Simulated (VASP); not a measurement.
Here is a VASP 6.6.1 calculation.

INCAR

```
SYSTEM = TiC
PREC = Accurate
ENCUT = 600
EDIFF = 1E-6
ISMEAR = -1
SIGMA = 0.05
LREAL = .FALSE.
LASPH = .TRUE.
NELM = 100
ALGO = Normal
ISIF = 3
LWAVE = .FALSE.
LCHARG = .FALSE.
GGA = B5
ALDAX = 1.0
AGGAX = 1.0
AGGAC = 1.0
ALDAC = 0.0
IVDW = 13
VDW_S6 = 1.0
VDW_S8 = 2.34076671
VDW_A1 = 0.44488865
VDW_A2 = 4.0933009
IBRION = 2
NSW = 80
EDIFFG = -0.005
```

Contents of KPOINTS:

```
regular mesh
0
G
  11 11 11
  0 0 0
```

File POSCAR:

```
TiC
1.0
    0.0000000000      2.1657188437      2.1657188437
    2.1657188437      0.0000000000      2.1657188437
    2.1657188437      2.1657188437      0.0000000000
Ti C
1 1
Direct
    0.0000000000      0.0000000000      0.0000000000
    0.5000000000      0.5000000000      0.5000000000
```

Potentials or basis: VASP PAW PBE potentials, release 64 (Ti_sv, C).

Launch:

```bash
$ cat potpaw_PBE.64/Ti_sv/POTCAR potpaw_PBE.64/C/POTCAR > POTCAR
$ mpirun -np 1 vasp_std > vasp.out
```

What does it give for the relaxed cell?

a = 3.060 Å, b = 3.060 Å, c = 3.060 Å, α = 60.00°, β = 60.00°, γ = 60.00°.

What does it give for the relaxed volume?

10.13 Å³/atom.

What does it give for the space group after relaxing (to 0.05 Å)?

Fm-3m (No. 225).

Final structure:
```xyz
2
Lattice="0.0000 2.1637 2.1637 2.1637 0.0000 2.1637 2.1637 2.1637 0.0000" Properties=species:S:1:pos:R:3 pbc="T T T"
Ti    0.0000    0.0000    0.0000
C     2.1637    2.1637    2.1637
```

Caveat: the PAW data sets were made with another functional, which shifts forces and pressure a little; pairwise dispersion overbinds metals, which lowers pressure and volume.
